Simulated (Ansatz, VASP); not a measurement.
# One calculation of In, two programs

```
In
1.0
     3.04165    0.00000    0.00000
     0.00000    3.04165    0.00000
     0.00000    0.00000    3.04165
In
1
Cartesian
  0.0000 0.0000 0.0000
```

Alike in both runs: functional r2SCAN; k mesh 18 × 18 × 18; occupations gaussian, width 0.1 eV; no spin polarisation.

Ansatz relaxed the structure, and its values are those at the end. VASP's run is a single point on that final structure, the one shown.

|  | VASP | Ansatz |
| --- | --- | --- |
| version | VASP 6.6.1 | Ansatz 0.2.0 |
| potentials or method | VASP PAW PBE potentials, release 64 (In_d), cutoff 520 eV | scalar-relativistic, plane waves, PAW |
| valence electrons in the cell | 13 | 13 |

```tsv
	VASP	Ansatz	Ansatz less VASP
gap on the k mesh at the Fermi level (eV)	none	none	-
pressure (GPa)	0.0	0.0	-0.01
```

VASP's potentials were made for PBE, not for r2SCAN. A gap of «none» marks a metal or a gap that the smearing closes.
